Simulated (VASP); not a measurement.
Si2Sb5Se, 8 atoms in the cell. The structure is trigonal, space group P3m1 (No. 156). The conventional cell has a = 4.050 Å, b = 4.050 Å, c = 15.150 Å, α = 90.00°, β = 90.00°, γ = 120.00°. Within 3.1 Å of Si (site symmetry 3m) lie 1 Si at 2.35 Å and 3 Sb at 2.63 Å. Si (site symmetry 3m) has 1 Si at 2.35 Å and 3 Se at 2.51 Å within 3.1 Å. Sb (site symmetry 3m) has 3 Si at 2.63 Å and 3 Sb at 3.42 Å within 3.5 Å. Within 3.7 Å of Sb (site symmetry 3m) lie 6 Sb at 2.80 to 3.28 Å. Sb (site symmetry 3m) has 6 Sb at 2.80 to 3.42 Å and 1 Si at 3.70 Å within 3.7 Å. Within 3.8 Å of Sb (site symmetry 3m) lie 3 Sb at 2.80 Å and 3 Se at 3.65 Å and 1 Si at 3.71 Å. Within 3.7 Å of Sb (site symmetry 3m) lie 6 Sb at 2.80 to 3.28 Å. Within 3.3 Å of Se (site symmetry 3m) lie 3 Si at 2.51 Å. 

- Program: VASP 6.6.1
- Task: relaxation of cell and atoms
- Functional: PBE
- Potentials or basis: VASP PAW PBE potentials, release 64 (Si, Sb, Se)
- Cutoff: 600 eV
- k mesh: 5 × 5 × 1
- Occupations: gaussian, width 0.2 eV
- Spin: no spin polarisation
- Dipole correction: no
- Further INCAR settings: ALGO = Normal; EDIFF = 1e-07; IBRION = 2; EDIFFG = -0.08; NSW = 36; ISIF = 3

Potentials or basis: VASP PAW PBE potentials, release 64 (Si, Sb, Se).

Run with:

```console
$ cat potpaw_PBE.64/Si/POTCAR potpaw_PBE.64/Sb/POTCAR potpaw_PBE.64/Se/POTCAR > POTCAR
$ mpirun -np 1 vasp_std > vasp.out
```

Hardware: 1 thread of AMD EPYC 9R45 96-Core Processor (Zen 5), on a shared host.

Problem. Estimate the wall time of this run.

Solution. It took 4.1 min on 1 thread of AMD EPYC 9R45 96-Core Processor (Zen 5), with other jobs on the host, peak memory 0.36 GiB. Counts: scf iterations 155, k points 5, ion steps 15.
